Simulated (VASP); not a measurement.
Pb, 1 atom in the cell. Symmetry: Fm-3m, No. 225, cubic system. The conventional cell has a = 5.056 Å, b = 5.056 Å, c = 5.056 Å, α = 90.00°, β = 90.00°, γ = 90.00°. Within 4.7 Å of Pb (site symmetry m-3m) lie 12 Pb at 3.58 Å. 

```yaml
Program: VASP 6.6.1
Task: single point
Functional: PBE
Dispersion: D3(BJ)
Potentials_or_basis: VASP PAW PBE potentials, release 64 (Pb_d)
Cutoff: 520 eV
k_mesh: 14 × 14 × 14
Occupations: gaussian, width 0.1 eV
Spin: no spin polarisation
Dipole_correction: no
Further_INCAR_settings: ALGO = Fast; EDIFF = 1e-06; NBANDS = 13
```

Potentials or basis: VASP PAW PBE potentials, release 64 (Pb_d).

The run is started by

```sh
$ cat potpaw_PBE.64/Pb_d/POTCAR > POTCAR
$ mpirun -np 1 vasp_std > vasp.out
```

Hardware: 1 thread of Intel Xeon 8259CL, with other jobs on the host.

**Question.** How long does it take, and how much memory?

**Answer.** It took 70 s on 1 thread of Intel Xeon 8259CL (shared host), peak memory 0.19 GiB. Counts: scf iterations 12, k points 104.
